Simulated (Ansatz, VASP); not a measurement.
**One calculation of BaTiO3, two programs**

Contents of INCAR:

```
PREC = Accurate
ENCUT = 520
EDIFF = 1E-7
ISMEAR = -1
SIGMA = 0.08
LREAL = F
LASPH = T
NELM = 100
ALGO = Normal
ISIF = 2
LWAVE = F
LCHARG = F
GGA = PE
NBANDS = 28
```

File KPOINTS:

```
regular mesh
0
Gamma
  7 7 7
```

Contents of POSCAR:

```
BaTiO3
1.0
    4.0524349834      0.0000000000      0.0000000000
    0.0000000000      4.0524349834      0.0000000000
    0.0000000000      0.0000000000      4.0708744846
Ba Ti O
1 1 3
Direct
    0.0000000000      0.0000000000      0.0000000000
    0.5000000000      0.5000000000      0.4820000000
    0.5000000000      0.5000000000      0.0160000000
    0.5000000000      0.0000000000      0.5150000000
    0.0000000000      0.5000000000      0.5150000000
```

Input for Ansatz:

```yaml
crystal:
  lattice:
    - [4.0524349834, 0.0, 0.0]
    - [0.0, 4.0524349834, 0.0]
    - [0.0, 0.0, 4.0708744846]
  atoms:
    - { symbol: Ba, position: [0.0, 0.0, 0.0] }
    - { symbol: Ti, position: [0.5, 0.5, 0.482] }
    - { symbol: O, position: [0.5, 0.5, 0.016] }
    - { symbol: O, position: [0.5, 0.0, 0.515] }
    - { symbol: O, position: [0.0, 0.5, 0.515] }
kpoints:
  mp_grid: { grid: [7, 7, 7] }
  band_path:
    path:
      - [0.0, 0.0, 0.0]
      - [0.0, 0.5, 0.0]
      - [0.5, 0.5, 0.0]
      - [0.0, 0.0, 0.0]
      - [0.0, 0.0, 0.5]
      - [0.0, 0.5, 0.5]
      - [0.5, 0.5, 0.5]
      - [0.0, 0.0, 0.5]
      - [0.0, 0.5, 0.0]
    npoints: 5
scf:
  occupations: { method: fermi_dirac, width: 0.08 }
hamiltonian:
  xc: pbe
  pseudopotentials: { kind: all_electron, lapw: { basis_error: 0.001 } }
output:
  forces: true
  stress: true
  eigenvalues: true
```

Change from the starting cell: volume scaled by 1.04.

Alike in both runs: task single point; functional PBE; k mesh 7 × 7 × 7; occupations fermi-dirac, width 0.08 eV; no spin polarisation.

|  | VASP | Ansatz |
| --- | --- | --- |
| version | VASP 6.6.1 | Ansatz 0.2.0 |
| potentials or method | VASP PAW PBE potentials, release 64 (Ba_sv, Ti_sv, O), cutoff 520 eV | all-electron LAPW, scalar-relativistic |

Ansatz gave:

| Quantity | Value |
| --- | --- |
| pressure (GPa) | -3.5 |
| traceless stress, the component that is largest in VASP (GPa) | 0.81 |
| rms of the force components (eV/Å) | 0.180 |

Estimate VASP's values.

pressure (GPa): -2.0; traceless stress, the component that is largest in VASP (GPa): 0.87; rms of the force components (eV/Å): 0.168.

Atom by atom the forces differ by 0.017 eV/Å (rms over components). Ansatz ran all-electron here, and VASP with PAW potentials.

Neither program's run includes spin-orbit coupling.
